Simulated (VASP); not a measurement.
Rh:

```
Rh
1.0
     2.73098    0.00000    0.00000
    -1.36549    2.36510    0.00000
     0.00000    0.00000    4.42849
Rh
2
Direct
  0.66667 0.33333 0.75000
  0.33333 0.66667 0.25000
```

Base run:

| Item | Value |
| --- | --- |
| Program | VASP 6.6.1 |
| Functional | BLYP |
| Potentials or basis | VASP PAW PBE potentials, release 64 (Rh_pv) |
| Cutoff | 520 eV |
| k mesh | 13 × 13 × 7 |
| Occupations | gaussian, width 0.05 eV |
| Spin | no spin polarisation |

Its results: band gap on the k mesh zero (band 15 reaches 12.36 eV, above the bottom of band 16 at 10.26 eV); pressure 9.8 GPa.

**Question.** The run is repeated on the same cell with these changes: functional from BLYP to PBEsol; further incar settings from ALGO = Normal; EDIFF = 1e-06; NBANDS = 22 to ALGO = Normal; EDIFF = 1e-07; NBANDS = 22. What comes out?

**Answer.** Band gap on the k mesh zero (band 15 reaches 11.71 eV, above the bottom of band 16 at 9.51 eV); pressure -13.8 GPa.

Caveats: the PAW data sets were made with another functional, which shifts forces and pressure a little.
